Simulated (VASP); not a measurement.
Input of a VASP 6.6.1 run:

POSCAR

```
Co
1.0
    0.0000000000      1.7573623336      1.7573623336
    1.7573623336      0.0000000000      1.7573623336
    1.7573623336      1.7573623336      0.0000000000
Co
1
Direct
    0.0000000000      0.0000000000      0.0000000000
```

INCAR.step1

```
  PREC = Accurate
  ENCUT = 520
  ISMEAR = -1
  SIGMA = 0.05
  LREAL = False
  LASPH = True
  NELM = 150
  ISPIN = 2
  MAGMOM = 1.954
  LMAXMIX = 4
  NBANDS = 14
  GGA = PE
  ALGO = Normal
  EDIFF = 1E-4
  LWAVE = True
  LCHARG = False
```

INCAR.step2

```
  PREC = Accurate
  ENCUT = 520
  EDIFF = 1E-6
  ISMEAR = -1
  SIGMA = 0.05
  LREAL = False
  LASPH = True
  NELM = 150
  ALGO = Normal
  ISIF = 2
  LWAVE = False
  LCHARG = False
  ISPIN = 2
  MAGMOM = 1.954
  LORBIT = 11
  LMAXMIX = 4
  METAGGA = R2SCAN
  LMIXTAU = True
  NBANDS = 14
  ISTART = 1
```

File KPOINTS:

```
Automatic mesh
0
Gamma
  17 17 17
```

Potentials or basis: VASP PAW PBE potentials, release 64 (Co).

Command:

```console
$ cat potpaw_PBE.64/Co/POTCAR > POTCAR
$ cp INCAR.step1 INCAR
$ mpirun -np 1 vasp_std > vasp.out
$ cp INCAR.step2 INCAR
$ mpirun -np 1 vasp_std > vasp.out
```

Question: Predict the pressure.

Answer: 0.0 GPa.

Question: Predict the site moments.

Answer: Co +1.91 μB.

Question: Estimate the net moment.

Answer: 1.85 μB per cell.

Caveat: the PAW data sets were made with another functional, which shifts forces and pressure a little.
